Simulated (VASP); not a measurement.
Wanted: the native input for a VASP 6.6.1 run.

| Quantity | Value |
| --- | --- |
| Task | single point |
| Functional | BLYP |
| Dispersion | D4 |
| Potentials or basis | VASP PAW PBE potentials, release 64 (Mo_sv, Si) |
| Cutoff | 520 eV |
| k mesh | 7 × 7 × 4 |
| Occupations | fermi-dirac, width 0.05 eV |
| Spin | no spin polarisation |
| Dipole correction | no |
| Further INCAR settings | ALGO = Normal; EDIFF = 1e-07; NBANDS = 43 |

The structure of Si2Mo lies in POSCAR:

```
Si2Mo
1.0
    4.5914301779      0.0000000000      0.0000000000
   -2.2957150890      3.9762951738      0.0000000000
    0.0000000000      0.0000000000      6.5601098529
Mo Si
3 6
Direct
    0.5000000000      0.5000000000      0.8333333333
    0.0000000000      0.5000000000      0.1666666667
    0.5000000000      0.0000000000      0.5000000000
    0.1638470829      0.3276941658      0.5000000000
    0.6723058342      0.8361529171      0.1666666667
    0.8361529171      0.1638470829      0.8333333333
    0.8361529171      0.6723058342      0.5000000000
    0.3276941658      0.1638470829      0.1666666667
    0.1638470829      0.8361529171      0.8333333333
```

One way to write it, as run:

INCAR

```
SYSTEM = Si2Mo
PREC = Accurate
ENCUT = 520
EDIFF = 1E-7
ISMEAR = -1
SIGMA = 0.05
LREAL = .FALSE.
LASPH = .TRUE.
NELM = 80
ALGO = Normal
ISIF = 2
LWAVE = .FALSE.
LCHARG = .FALSE.
GGA = B5
ALDAX = 1.0
AGGAX = 1.0
AGGAC = 1.0
ALDAC = 0.0
IVDW = 13
VDW_S6 = 1.0
VDW_S8 = 2.34076671
VDW_A1 = 0.44488865
VDW_A2 = 4.0933009
NBANDS = 43
```

KPOINTS

```
Automatic mesh
0
G
  7 7 4
  0 0 0
```

Potentials or basis: VASP PAW PBE potentials, release 64 (Mo_sv, Si).

Launch:

```sh
$ cat potpaw_PBE.64/Mo_sv/POTCAR potpaw_PBE.64/Si/POTCAR > POTCAR
$ mpirun -np 1 vasp_std > vasp.out
```

It gave:

```yaml
Pressure: 0.9 GPa
Band_gap_on_the_k_mesh: 0.26 eV (least direct gap 0.59 eV)
Dispersion_energy_per_atom: -1.078 eV
```

Caveat: the dispersion term is far too large for a dense solid, which distorts pressure and volume; the PAW data sets were made with another functional, which shifts forces and pressure a little.

Run time: 2.9 min on 1 thread of Intel(R) Xeon(R) Platinum 8375C CPU @ 2.90GHz (Ice Lake) (shared host), peak memory 0.28 GiB.
